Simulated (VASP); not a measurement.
# BaB5: relaxation of cell and atoms with PBE

Crystal: BaB5.

```
Ba B
1.0
     4.96372    0.00000    0.00000
    -2.48186    4.29871    0.00000
     0.00000    0.00000    2.93586
Ba B
1 5
Direct
  0.00000 0.00000 0.00000
  0.33333 0.66667 0.00000
  0.66667 0.33333 0.00000
  0.50000 0.00000 0.50000
  0.50000 0.50000 0.50000
  0.00000 0.50000 0.50000
```

The cell was built from a structure type or drawn by symmetry, and may not be a known phase.

- Program: VASP 6.6.1
- Task: relaxation of cell and atoms
- Functional: PBE
- Potentials or basis: VASP PAW PBE potentials, release 64 (Ba_sv, B)
- Cutoff: 600 eV
- k mesh: 12 × 12 × 12
- Occupations: gaussian, width 0.1 eV
- Spin: no spin polarisation
- Dipole correction: no
- Further INCAR settings: ALGO = Normal; EDIFF = 1e-07; IBRION = 2; EDIFFG = -0.01; NSW = 100; ISIF = 3

```yaml
Relaxed_volume: 10.68 Å³/atom
Relaxed_cell: a = 4.999 Å, b = 4.999 Å, c = 2.961 Å, α = 90.00°, β = 90.00°, γ = 120.00°
Space_group_after_relaxing_to_0.1_Å: P6/mmm (No. 191)
Energy_gained_by_relaxing: 2.4 meV/atom
Ionic_steps: 3
Pressure_after_relaxing: 0.0 GPa
Band_gap_on_the_k_mesh: zero (an odd number of electrons rules out a gap without spin polarisation)
```

Stress tensor (GPa, compression positive):
```
 0.06  0.00  0.00
 0.00  0.06  0.00
 0.00  0.00 -0.08
```

The path:
```tsv
step	energy change (eV)	largest force (eV/Å)	pressure (GPa)	volume (Å³)
1	0.0000	0.0000	3.27	62.64
2	-0.0126	0.0000	-1.09	64.60
3	-0.0145	0.0000	0.01	64.08
```

Final structure:
```
Ba B
1.0
     4.99899    0.00000    0.00000
    -2.49949    4.32925    0.00000
     0.00000    0.00000    2.96075
Ba B
1 5
Direct
  0.00000 0.00000 0.00000
  0.33333 0.66667 0.00000
  0.66667 0.33333 0.00000
  0.50000 0.00000 0.50000
  0.50000 0.50000 0.50000
  0.00000 0.50000 0.50000
```

Levels at points of the mesh, in eV from the Fermi level:
```
           k point  band 9  band 10  band 11  band 12  band 13  band 14  band 15  band 16
(0.00, 0.00, 0.00)   -1.75    -1.74    -1.74     0.30     3.07     3.69     3.69     4.15
(0.50, 0.00, 0.00)   -2.73    -1.87    -1.36    -0.22     0.12     1.34     1.75     3.27
(0.00, 0.00, 0.50)   -5.01    -3.70    -3.70    -3.56    -3.04    -3.04     2.84     2.84
(0.50, 0.00, 0.50)   -4.98    -3.70    -1.92    -1.02     0.38     1.15     1.16     1.25
```

Run time: 5 min on 1 thread of Intel(R) Xeon(R) Platinum 8488C (Sapphire Rapids) (shared host), peak memory 0.32 GiB.

Caveat: spin-orbit coupling is left out, which moves the levels of the heavy elements.
